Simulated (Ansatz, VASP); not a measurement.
**Two plane-wave programs on MgO**

```
Mg O
1.0
     2.93802    0.00000    0.00000
    -1.46901    2.54440    0.00000
     0.00000    0.00000    2.67968
Mg O
1 1
Direct
  0.00000 0.00000 0.00000
  0.33333 0.66667 0.50000
```

Alike in both runs: task single point; functional LDA; k mesh 12 × 12 × 6; no spin polarisation.

|  | VASP | Ansatz |
| --- | --- | --- |
| version | VASP 6.6.1 | Ansatz 0.2.0 |
| potentials or method | VASP PAW LDA potentials, release 64 (Mg_sv, O), cutoff 840 eV | plane waves, PAW |
| occupations | gaussian, width 0.01 eV | fixed |
| valence electrons in the cell | 16 | 16 |

```tsv
	VASP	Ansatz	Ansatz less VASP
pressure (GPa)	-9.0	-9.3	-0.30
traceless stress, the component that is largest in VASP (GPa)	-0.72	-0.85	-0.131
```

LDA's correlation is that of Perdew and Zunger in VASP and of Perdew and Wang (1992) in Ansatz.
